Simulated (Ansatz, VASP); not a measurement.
## One calculation of CoO, two programs

INCAR

```
SYSTEM = CoO
ALGO = Normal
EDIFF = 1E-6
EDIFFG = -0.005
ENCUT = 600
GGA = PS
IBRION = 2
ISIF = 3
ISMEAR = -1
ISPIN = 2
IVDW = 13
LASPH = .TRUE.
LCHARG = .FALSE.
LMAXMIX = 4
LORBIT = 11
LREAL = .FALSE.
LWAVE = .FALSE.
MAGMOM = 2 0
NELM = 120
NSW = 60
PREC = Accurate
SIGMA = 0.05
```

KPOINTS

```
k-points
0
G
  9 9 9
  0 0 0
```

File POSCAR:

```
CoO
1.0
   -1.5080004400      1.5080004400      2.1072503600
    1.5080004400     -1.5080004400      2.1072503600
    1.5080004400      1.5080004400     -2.1072503600
Co O
1 1
Direct
    0.0000000000      0.0000000000      0.0000000000
    0.5000000000      0.5000000000      0.0000000000
```

The input input.yaml:

```yaml
crystal:
  lattice:
    - [-1.50800044, 1.50800044, 2.10725036]
    - [1.50800044, -1.50800044, 2.10725036]
    - [1.50800044, 1.50800044, -2.10725036]
  atoms:
    - { symbol: Co, position: [0.0, 0.0, 0.0], spin: 2.0 }
    - { symbol: O, position: [0.5, 0.5, 0.0] }
hamiltonian:
  xc: pbesol
  pseudopotentials: { kind: paw }
  dispersion: d4
magnetization:
  spin_polarized: true
kpoints:
  mp_grid: { grid: [9, 9, 9] }
scf:
  occupations: { method: fermi_dirac, width: 0.05 }
output:
  forces: true
  stress: true
  eigenvalues: true
  write_density: true
  write_potential: true
  elf: true
  volumetric_format: npy
relax:
  f_tol: 0.01
  max_steps: 40
  cell: { stress_tol: 0.05 }
```

Alike in both runs: task relaxation of cell and atoms; functional PBEsol; dispersion D4; k mesh 9 × 9 × 9; occupations fermi-dirac, width 0.05 eV; collinear spin, ferromagnetic start.

|  | VASP | Ansatz |
| --- | --- | --- |
| version | VASP 6.6.1 | Ansatz 0.2.0 |
| potentials or method | VASP PAW PBE potentials, release 64 (Co, O) | Ansatz PAW |
| plane-wave cutoff (eV) | 600 | 420 |
| valence electrons in the cell | 15 | 23 |

```tsv
	VASP	Ansatz	Ansatz less VASP
gap on the k mesh at the Fermi level, each at its own relaxed structure (eV)	none	none	-
net moment per atom (μB)	1.36	1.37	+0.009
size of the moment on the site where the two differ most (μB)	2.40	2.32	-0.077
relaxed volume (Å³/atom)	8.93	8.95	+0.027
relaxed cell length with the largest relative difference (Å)	2.934	2.937	+0.0029
```

VASP's potentials were made for PBE, not for PBEsol. Site moments also hang on the region over which each program counts them. A gap of «none» marks a metal or a gap that the smearing closes. VASP's potentials hold 15 valence electrons a cell and Ansatz's 23, so a difference there can come from the potentials and not from the codes.

Noted on Ansatz's run: the plane-wave basis is chosen anew once the cell has moved, so the energies of steps on either side of that aren't comparable.
